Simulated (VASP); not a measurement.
## Sn3Te2O: relaxation of cell and atoms with PBE

Sn3Te2O:

```
Sn Te O
1.0
     4.57297    0.00000    0.00000
    -2.28649    3.96031    0.00000
     0.00000    0.00000   10.77687
Sn Te O
3 2 1
Direct
  0.50000 0.00000 0.50000
  0.00000 0.50000 0.50000
  0.50000 0.50000 0.50000
  0.33333 0.66667 0.00000
  0.66667 0.33333 0.00000
  0.00000 0.00000 0.50000
```

The cell was generated, and may not be a known phase.

* Program: VASP 6.6.1
* Task: relaxation of cell and atoms
* Functional: PBE
* Potentials or basis: VASP PAW PBE potentials, release 64 (Sn_d, Te, O)
* Cutoff: 600 eV
* k mesh: 6 × 6 × 2
* Occupations: gaussian, width 0.1 eV
* Spin: no spin polarisation
* Dipole correction: no
* Further INCAR settings: ALGO = Normal; EDIFF = 1e-07; IBRION = 2; EDIFFG = -0.04; NSW = 90; ISIF = 3

| Quantity | Value |
| --- | --- |
| Relaxed volume | 31.44 Å³/atom |
| Relaxed cell | a = 5.753 Å, b = 5.753 Å, c = 6.582 Å, α = 90.00°, β = 90.00°, γ = 120.00° |
| Space group after relaxing (to 0.1 Å) | P6/mmm (No. 191) |
| Pressure after relaxing | 0.0 GPa |
| Band gap on the k mesh | zero (bands 30 and 31 overlap by 1.16 eV) |

Stress tensor (GPa, compression positive):
```
 0.05  0.00  0.00
 0.00  0.05  0.00
 0.00  0.00 -0.17
```

Final structure:
```xyz
6
Lattice="5.7528 0.0000 0.0000 -2.8764 4.9821 0.0000 0.0000 0.0000 6.5818" Properties=species:S:1:pos:R:3 pbc="T T T"
Sn    2.8764    0.0000    3.2909
Sn    4.3146    2.4910    3.2909
Sn    1.4382    2.4910    3.2909
Te    0.0000    3.3214    0.0000
Te    2.8764    1.6607    0.0000
O     5.7528    0.0000    3.2909
```

Levels at points of the mesh, in eV from the Fermi level:
```
           k point  band 28  band 29  band 30  band 31  band 32  band 33
(0.00, 0.00, 0.00)    -0.94    -0.89    -0.03    -0.03     1.65     1.65
(0.50, 0.00, 0.00)    -1.17    -0.99     0.03     0.95     1.34     2.53
(0.00, 0.00, 0.50)    -1.91    -0.24    -0.04    -0.04     0.18     1.51
(0.50, 0.00, 0.50)    -0.91    -0.78    -0.66     0.36     0.93     1.24
```

Wall time 51 min on 1 thread of Intel(R) Xeon(R) Platinum 8559C (Emerald Rapids), on a shared host, peak memory 0.48 GiB.

Caveat: a cell axis changed by over 15 % at a fixed basis, so the end point is rough; spin-orbit coupling is left out, which moves the levels of the heavy elements.
